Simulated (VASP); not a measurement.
Set up this calculation in VASP 6.6.1, as the native input.

```yaml
Task: single point
Functional: PBE
Potentials_or_basis: VASP PAW PBE potentials, release 64 (B, Ru_pv)
Cutoff: 520 eV
k_mesh: 6 × 6 × 6
Occupations: gaussian, width 0.1 eV
Spin: collinear spin, ferromagnetic start
Starting_moments: "[0.0, 1.0, 1.0, 1.0, 1.0] μB"
Dipole_correction: no
Further_INCAR_settings: ALGO = Fast; EDIFF = 1e-06; NBANDS = 42
```

The structure of BRu4 lies in POSCAR:

```
BRu4
1.0
   -2.5905750023      2.5905750023      2.5905750023
    2.5905750023     -2.5905750023      2.5905750023
    2.5905750023      2.5905750023     -2.5905750023
B Ru
1 4
Direct
    0.0000000000      0.0000000000      0.0000000000
    0.5000000000      0.5000000000      0.5000000000
    0.0000000000      0.0000000000      0.5000000000
    0.0000000000      0.5000000000      0.0000000000
    0.5000000000      0.0000000000      0.0000000000
```

The cell was generated, and may not be a known phase.

These files were run (other wordings do the same):

INCAR

```
ALGO = Fast
EDIFF = 1E-6
ENCUT = 520
GGA = PE
ISIF = 2
ISMEAR = 0
ISPIN = 2
LASPH = T
LCHARG = F
LMAXMIX = 4
LORBIT = 11
LREAL = F
LWAVE = F
MAGMOM = 0 1 1 1 1
NBANDS = 42
NELM = 150
PREC = Accurate
SIGMA = 0.1
```

KPOINTS

```
k-points
0
Gamma
  6 6 6
```

Potentials or basis: VASP PAW PBE potentials, release 64 (B, Ru_pv).

The run is started by

```bash
$ cat potpaw_PBE.64/B/POTCAR potpaw_PBE.64/Ru_pv/POTCAR > POTCAR
$ mpirun -np 1 vasp_std > vasp.out
```

It gave:

The pressure is 0.2 GPa. The net moment is 1.22 μB per cell. The site moments are B -0.00; Ru +0.29 μB. The valence electrons inside the program's atomic spheres are B 1.86; Ru 12.66.

Caveat: a moment this small can come from the mesh or the smearing.

Run time: 3.5 min on 1 thread of AMD EPYC 7R43 64-Core Processor (Zen 3), on a shared host, peak memory 0.23 GiB.
